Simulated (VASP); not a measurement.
Input of a VASP 6.6.1 run:

The input POSCAR:

```
KI
1.0
    0.0000000000      3.5245500000      3.4188135000
    3.5245500000      0.0000000000      3.4188135000
    3.5245500000      3.5245500000      0.0000000000
K I
1 1
Direct
    0.0000000000      0.0000000000      0.0000000000
    0.5000000000      0.5000000000      0.5000000000
```

Contents of INCAR.step1:

```
  PREC = Accurate
  ENCUT = 520
  ISMEAR = 0
  SIGMA = 0.05
  LREAL = F
  LASPH = T
  NELM = 60
  NBANDS = 15
  GGA = PE
  ALGO = Normal
  EDIFF = 1E-4
  LWAVE = T
  LCHARG = F
```

Contents of INCAR.step2:

```
  PREC = Accurate
  ENCUT = 520
  EDIFF = 1E-6
  ISMEAR = 0
  SIGMA = 0.05
  LREAL = F
  LASPH = T
  NELM = 60
  ALGO = Normal
  ISIF = 2
  LWAVE = F
  LCHARG = F
  METAGGA = R2SCAN
  LMIXTAU = T
  NBANDS = 15
  ISTART = 1
```

Contents of KPOINTS:

```
regular mesh
0
Gamma
  6 6 6
```

Potentials or basis: VASP PAW PBE potentials, release 64 (K_sv, I).

Run with:

```console
$ cat potpaw_PBE.64/K_sv/POTCAR potpaw_PBE.64/I/POTCAR > POTCAR
$ cp INCAR.step1 INCAR
$ mpirun -np 1 vasp_std > vasp.out
$ cp INCAR.step2 INCAR
$ mpirun -np 1 vasp_std > vasp.out
```

Question: What does it give for the band gap on the k mesh?

Answer: 4.69 eV.

Question: What does it give for the pressure?

Answer: 0.7 GPa.

Stress tensor (GPa, compression positive):
```
0.36 0.00 0.00
0.00 0.36 0.00
0.00 0.00 1.48
```

Caveat: the cell differs from its parent crystal (strain -0.0300 x Voigt [0, 0, 1, 0, 0, 0]); the PAW data sets were made with another functional, which shifts forces and pressure a little; spin-orbit coupling is left out, which moves the levels of the heavy elements.
